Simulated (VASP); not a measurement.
## CuI: single point with PBEsol

The system is CuI.

```xyz
2
Lattice="2.9695 2.9695 0.0000 -2.9695 2.9695 0.0000 0.0000 2.9695 2.9695" Properties=species:S:1:pos:R:3 pbc="T T T"
Cu    1.4848    4.4543    1.4848
I     0.0000    0.0000    0.0000
```

```
Program                : VASP 6.6.1
Task                   : single point
Functional             : PBEsol
Potentials or basis    : VASP PAW PBE potentials, release 64 (Cu, I)
Cutoff                 : 520 eV
k mesh                 : 10 × 10 × 10
Occupations            : fermi-dirac, width 0.1 eV
Spin                   : no spin polarisation
Dipole correction      : no
Further INCAR settings : ALGO = Normal; EDIFF = 1e-06; NBANDS = 16
```

The pressure is 0.5 GPa and the band gap on the k mesh is 1.20 eV.

Levels at points of the mesh, in eV from the valence-band top:
```
           k point  band 7  band 8  band 9  band 10  band 11  band 12
(0.00, 0.00, 0.00)    0.00    0.00    0.00     1.20     4.76     4.76
(0.50, 0.00, 0.00)   -2.07   -0.82   -0.82     2.13     5.31     5.31
(0.50, 0.50, 0.00)   -2.05   -1.74   -1.74     2.48     2.81     9.52
```

Run time: 51 s on 1 thread of Intel Xeon 8259CL, with other jobs on the host, peak memory 0.2 GiB.

Caveat: the PAW data sets were made with another functional, which shifts forces and pressure a little; spin-orbit coupling is left out, which moves the levels of the heavy elements.
